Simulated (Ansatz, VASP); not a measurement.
Ta3Cu: VASP beside Ansatz

```
Ta Cu
1.0
    -2.00651    2.00651    4.20817
     2.00651   -2.00651    4.20817
     2.00651    2.00651   -4.20817
Ta Cu
3 1
Direct
  0.50000 0.50000 0.00000
  0.25000 0.75000 0.50000
  0.75000 0.25000 0.50000
  0.00000 0.00000 0.00000
```

Alike in both runs: functional LDA; k mesh 9 × 9 × 9; occupations fermi-dirac, width 0.05 eV; no spin polarisation.

```csv
,VASP,Ansatz
version,VASP 6.6.1,Ansatz 0.2.0
potentials or method,"VASP PAW LDA potentials, release 64 (Ta_pv, Cu), cutoff 520 eV","all-electron LAPW, scalar-relativistic"
task,single point,band structure
```

```tsv
	VASP	Ansatz	Ansatz less VASP
gap on the k mesh at the Fermi level (eV)	none	none	-
pressure (GPa)	-10.8	-11.3	-0.52
traceless stress, the component that is largest in VASP (GPa)	-0.49	-0.36	+0.131
```

LDA's correlation is that of Perdew and Zunger in VASP and of Perdew and Wang (1992) in Ansatz. A gap of «none» marks a metal or a gap that the smearing closes. Ansatz ran all-electron here, and VASP with PAW potentials.

Neither program's run includes spin-orbit coupling.
